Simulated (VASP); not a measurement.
Write the native input for VASP 6.6.1 that does the following.

```yaml
Task: single point
Functional: PBE
Potentials_or_basis: VASP PAW PBE potentials, release 64 (Ir, Cl)
Cutoff: 520 eV
k_mesh: 12 × 12 × 1
Occupations: gaussian, width 0.1 eV
Spin: no spin polarisation
Dipole_correction: yes
Further_INCAR_settings: ALGO = Normal; EDIFF = 1e-07; NBANDS = 25
```

The structure of Ir3Cl lies in POSCAR:

```
Ir3Cl
1.0
    2.7367600872      0.0000000000      0.0000000000
   -1.3683800436      2.3701037596      0.0000000000
    0.0000000000      0.0000000000     19.8425800730
Ir Cl
3 1
Direct
    0.6666666667      0.3333333333      0.2015866881
    0.3333333333      0.6666666667      0.3110139949
    0.0000000000      0.0000000000      0.4204382718
    0.6666666667      0.3333333333      0.5293995869
```

The input as run:

INCAR

```
PREC = Accurate
ENCUT = 520
EDIFF = 1E-7
ISMEAR = 0
SIGMA = 0.1
LREAL = F
LASPH = T
NELM = 80
ALGO = Normal
ISIF = 2
LWAVE = F
LCHARG = T
LDIPOL = T
IDIPOL = 3
DIPOL = 0.5 0.5 0.366
GGA = PE
LELF = T
LVHAR = T
LVACPOTAV = T
NBANDS = 25
```

KPOINTS

```
Automatic mesh
0
Gamma
  12 12 1
```

Potentials or basis: VASP PAW PBE potentials, release 64 (Ir, Cl).

Run with:

```console
$ cat potpaw_PBE.64/Ir/POTCAR potpaw_PBE.64/Cl/POTCAR > POTCAR
$ mpirun -np 1 vasp_std > vasp.out
```

It gave:

```yaml
Largest_force: 0.472 eV/Å
Band_gap_on_the_k_mesh: zero (bands 17 and 18 overlap by 1.55 eV)
```

Caveat: spin-orbit coupling is left out, which moves the levels of the heavy elements.

Run time: 100 s on 1 thread of Intel(R) Xeon(R) Platinum 8375C CPU @ 2.90GHz (Ice Lake) (shared host), peak memory 0.26 GiB.
